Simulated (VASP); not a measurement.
# HfB2 (P-1) in VASP: single point with PBE

Aim: the single point of HfB2 with PBE.

Everything below comes from runs of VASP 6.6.1. Logs are shortened: lines on timing, memory, paths and dates and some standing lists are left out, and cuts for length are marked.

**1. The cell of the first run**

The typed cell holds 3 atoms: a = 3.141 Å, b = 3.181 Å, c = 3.481 Å, α = 90.62°, β = 91.71°, γ = 121.27°.

**2. Single point, PBE (equal xy, yz and zx shear strains of -3 %)**

The input, INCAR:

```
ALGO = Normal
EDIFF = 1E-7
ENCUT = 520
GGA = PE
ISIF = 2
ISMEAR = -1
LASPH = T
LCHARG = F
LREAL = F
LWAVE = F
NBANDS = 15
NELM = 60
PREC = Accurate
SIGMA = 0.05
```

The input, KPOINTS:

```
k-points
0
Gamma
  13 13 11
```

The input, POSCAR:

```
HfB2
1.0
    3.1400001005     -0.0471000015     -0.0471000015
   -1.6107898481      2.7428698556     -0.0172397971
   -0.0522000000     -0.0522000000      3.4800000000
Hf B
1 2
Direct
    0.0000000000      0.0000000000      0.0000000000
    0.3333333333      0.6666666667      0.5000000000
    0.6666666667      0.3333333333      0.5000000000
```

Potentials or basis: VASP PAW PBE potentials, release 64 (Hf_pv, B).

On the command line:

```console
$ cat potpaw_PBE.64/Hf_pv/POTCAR potpaw_PBE.64/B/POTCAR > POTCAR
$ mpirun -np 1 vasp_std > vasp.out
```

OUTCAR:

```text
EDIFF = 1E-7
   ENCUT = 520
   GGA = PE
   ISIF = 2
   ISMEAR = -1
   LASPH = T
   LREAL = F
   NELM = 60
   PREC = Accurate

 ion  position               nearest neighbor table
   1  0.000  0.000  0.000-   3 2.44   2 2.44   3 2.48   2 2.48   2 2.52   3 2.52   2 2.54   3 2.54
                             2 2.55   3 2.55   3 2.55   2 2.55
   2  0.333  0.667  0.500-   3 1.79   3 1.81   3 1.84   1 2.44   1 2.48   1 2.52   1 2.54   1 2.55
                             1 2.55
   3  0.667  0.333  0.500-   2 1.79   2 1.81   2 1.84   1 2.44   1 2.48   1 2.52   1 2.54   1 2.55
                             1 2.55

  LATTYP: Found a triclinic cell.
 ALAT       =     3.0999675340
 B/A-ratio  =     1.7320508076
 C/A-ratio  =     2.3498936641
 COS(alpha) =     0.0066812867
 COS(beta)  =     0.4564910805
 COS(gamma) =     0.8583881572

  Lattice vectors:

 A1 = (   1.5292102524,   2.6957698541,  -0.0643397986)
 A2 = (   4.6692103529,   2.6486698526,  -0.1114398001)
 A3 = (  -3.1693796962,   5.5379397112,  -3.5144795942)

Analysis of symmetry for initial positions (statically):
=====================================================================
 Subroutine PRICEL returns:
 Original cell was already a primitive cell.

 Routine SETGRP: Setting up the symmetry group for a
 triclinic supercell.

 Subroutine GETGRP returns: Found  2 space group operations
 (whereof  2 operations were pure point group operations)
 out of a pool of  2 trial point group operations.

The static configuration has the point symmetry S_2 .

Analysis of symmetry for dynamics (positions and initial velocities):
=====================================================================
 Subroutine PRICEL returns:
 Original cell was already a primitive cell.

 Routine SETGRP: Setting up the symmetry group for a
 triclinic supercell.

 Subroutine GETGRP returns: Found  2 space group operations
 (whereof  2 operations were pure point group operations)
 out of a pool of  2 trial point group operations.

The dynamic configuration has the point symmetry S_2 .

 Subroutine INISYM returns: Found  2 space group operations
 (whereof  2 operations are pure point group operations),
 and found     1 'primitive' translations

----------------------------------------------------------------------------------------

                                     Primitive cell

[... 94 lines left out ...]
   EDIFFG = 0.1E-05   stopping-criterion for IOM
   NSW    =      0    number of steps for IOM
   IBRION =     -1    ionic relax: 0-MD 1-quasi-New 2-CG
   NFREE  =      0    steps in history (QN), initial steepest desc. (CG)
   ISIF   =      2    stress and relaxation
   ISYM   =      2    0-nonsym 1-usesym 2-fastsym
   POTIM  = 0.5000    time-step for ionic-motion
   TEBEG  =    0.0;   TEEND  =   0.0 temperature during run
   PSTRESS=    0.0 pullay stress
   NELECT =      16.0000    total number of electrons
   NUPDOWN=      -1.0000    fix difference up-down
   EMIN   =  10.00;   EMAX   =-10.00  energy-range for DOS
   EFERMI =   0.00;   METHOD = LEGACY
   ISMEAR =    -1;   SIGMA  =   0.05  broadening in eV -4-tet -1-fermi 0-gaus
   EFERMI_NEDOS =   21; number of points for ismear=-14 and -15
   IALGO  =     38    algorithm
   IMIX   =      4    mixing-type and parameters
     AMIX     =   0.40;   BMIX     =  1.00
     AMIX_MAG =   1.60;   BMIX_MAG =  1.00
  volume/ion in A,a.u.               =       9.90        66.80
  Fermi-wavevector in a.u.,A,eV,Ry     =   1.332162  2.517422 24.145668  1.774657
  Thomas-Fermi vector in A             =   2.461118
   LORBIT       =      0    0 simple, 1 ext, 2 COOP (PROOUT), +10 PAW based schemes
   GGA     = PE    functional components
   LHFCALC =     F    Hartree Fock is set to
   AEXX    =    0.0000 exact exchange contribution
   IVDW    =     0    specifies the selected vdW correction
   LEPSILON=     F    determine dielectric tensor
   LRPA    =     F    only Hartree local field effects (RPA)
 non-spin polarized calculation
  energy-cutoff  :      520.00
  volume of cell :       29.69
 maximum number of plane-waves:       816
   NGX = 11   NGY = 11   NGZ = 13

 number of electron      15.9999999 magnetization

 Free energy of the ion-electron system (eV)
  ---------------------------------------------------
  ext. energy  EPLUGINS =         0.00000000
  ---------------------------------------------------
  free energy    TOTEN  =       -26.33245521 eV

  energy without entropy =      -26.33050884  energy(sigma->0) =      -26.33148202

 E-fermi :   7.7449     XC(G=0): -12.5981

 val. band max:        7.7388974770   @ k =   0.1538  -0.0769   0.3636
 cond. band min:       7.7547547471   @ k =  -0.2308  -0.1538   0.0909
 fundamental gap:      0.0158572701
 Fermi energy:         7.7449032594

 k-point     1 :       0.0000    0.0000    0.0000
  band No.  band energies     occupation
      1     -22.9554      2.00000
      2     -22.4846      2.00000
      3     -22.4276      2.00000
      4      -6.0800      2.00000
      5       4.5653      2.00000
      6       4.7047      2.00000
      7       4.9066      2.00000
      8       4.9534      2.00000
      9      11.4746      0.00000
     10      11.5904      0.00000
     11      12.2595      0.00000
     12      12.3870      0.00000
     13      12.4450      0.00000
     14      12.6791      0.00000
[... 401 lines left out ...]
      2     -22.8479      2.00000
      3     -22.6656      2.00000
      4      -3.8473      2.00000
      5       1.2592      2.00000
      6       3.0056      2.00000
      7       3.9445      2.00000
      8       6.6008      2.00000
      9       8.5604      0.00000
     10       9.1682      0.00000
     11      13.0158      0.00000
     12      13.6103      0.00000
     13      14.2561      0.00000
     14      15.3042      0.00000
     15      17.0959      0.00000

 [... further k-points ...]
[... 5 lines left out ...]
  --------------------------------------------------------------------------------------
  -------------------------------------------------------------------------------------
  Total        0.3076504      0.3062124      0.4075566      1.5672043      1.5323879      1.5359699
  in kB       16.5994991     16.5219112     21.9900123     84.5596490     82.6811046     82.8743779
  external PRESSURE =      18.3704742 kB  Pullay stress =       0.0000000 kB

 VOLUME and BASIS-vectors are now :
 -----------------------------------------------------------------------------
  energy-cutoff  :      520.00
  volume of cell :       29.69
      direct lattice vectors                 reciprocal lattice vectors
     3.140000101 -0.047100002 -0.047100002     0.321418211  0.188805580  0.007653357
    -1.610789848  2.742869856 -0.017239797     0.005602646  0.367907093  0.005602646
    -0.052200000 -0.052200000  3.480000000     0.004377985  0.004377985  0.287487661

 POSITION                                       TOTAL-FORCE (eV/Angst)
 -----------------------------------------------------------------------------------
      0.00000      0.00000      0.00000        -0.000000      0.000000      0.000000
     -0.05329      1.78678      1.71281        -0.049614      0.013033     -0.018408
      1.53030      0.85679      1.70285         0.049614     -0.013033      0.018408
 -----------------------------------------------------------------------------------
    total drift:                               -0.000000      0.000000      0.000000

  FREE ENERGIE OF THE ION-ELECTRON SYSTEM (eV)
  ---------------------------------------------------
  free  energy   TOTEN  =       -26.3324552058 eV

  energy  without entropy=      -26.3305088387  energy(sigma->0) =      -26.33148202
```

stdout:

```text
POSCAR found type information on POSCAR HfB
 POSCAR found :  2 types and       3 ions
 scaLAPACK will be used
 LDA part: xc-table for (Slater+PW92), standard interpolation
 POSCAR, INCAR and KPOINTS ok, starting setup
 FFT: planning ... GRIDC
 FFT: planning ... GRID_SOFT
 FFT: planning ... GRID
 WAVECAR not read
 entering main loop
```

Run time: 1.8 min. Hardware: 1 thread of Intel Xeon 6975P-C (Granite Rapids), shared host; peak memory 0.49 GiB.

What came out:

```
Free energy            : -26.3325 eV
Pressure               : 1.8 GPa
Largest force          : 0.055 eV/Å
Band gap on the k mesh : zero (bands 8 and 9 overlap by 1.08 eV)
```

Forces in eV/Å, atoms in the order of the input:
```
Hf   0.000  0.000  0.000
B   -0.050  0.013 -0.018
B    0.050 -0.013  0.018
```

Stress tensor (GPa, compression positive):
```
1.66 8.46 8.29
8.46 1.65 8.27
8.29 8.27 2.20
```

Levels at points of the mesh, in eV from the Fermi level:
```csv
k point,band 5,band 6,band 7,band 8,band 9,band 10,band 11,band 12
"(0.00, 0.00, 0.00)",-3.18,-3.04,-2.84,-2.79,3.73,3.85,4.51,4.64
```

Caveat: the cell differs from its parent crystal (equal xy, yz and zx shear strains of -3 %); spin-orbit coupling is left out, which moves the levels of the heavy elements.
